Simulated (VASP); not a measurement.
TiC: single point with PBEsol

TiC:

```
CELL_PARAMETERS angstrom
0.00000 2.19365 2.10590
2.19365 0.00000 2.10590
2.19365 2.19365 0.00000
ATOMIC_POSITIONS crystal
Ti 0.00000 0.00000 0.00000
C 0.50000 0.50000 0.50000
```

This cell differs from its parent crystal: ratio of the length along z to the lengths across it x 0.96, volume and fractional coordinates fixed.

```json
{
  "Program": "VASP 6.6.1",
  "Task": "single point",
  "Functional": "PBEsol",
  "Potentials or basis": "VASP PAW PBE potentials, release 64 (Ti_sv, C)",
  "Cutoff": "520 eV",
  "k mesh": "20 × 20 × 20",
  "Occupations": "gaussian, width 0.15 eV",
  "Spin": "no spin polarisation"
}
```

The pressure is -5.1 GPa and the band gap on the k mesh is zero (band 8 reaches 10.20 eV, above the bottom of band 9 at 8.66 eV).

Stress tensor (GPa, compression positive):
```
-10.78   0.00   0.00
  0.00 -10.78   0.00
  0.00   0.00   6.27
```

Levels at points of the mesh, in eV from the Fermi level:
```
           k point  band 4  band 5  band 6  band 7  band 8  band 9  band 10  band 11  band 12  band 13
(0.00, 0.00, 0.00)  -32.41  -12.38    0.57    0.57    0.87    1.58     1.65     1.65     1.81     1.84
(0.50, 0.00, 0.00)  -32.46   -8.83   -5.89   -2.95   -2.89    2.84     3.03     4.15     7.95     8.14
(0.50, 0.50, 0.00)  -32.66  -10.03   -3.13   -1.73   -0.23   -0.23     2.76     3.55     3.55     6.15
(0.50, 0.00, 0.50)  -32.60  -10.10   -3.59   -1.65    0.07    0.11     2.72     3.40     3.64     5.78
```

Run time: 110 s on 1 thread of Intel(R) Xeon(R) Platinum 8375C CPU @ 2.90GHz (Ice Lake), with other jobs on the host, peak memory 0.3 GiB.

Caveat: the PAW data sets were made with another functional, which shifts forces and pressure a little.
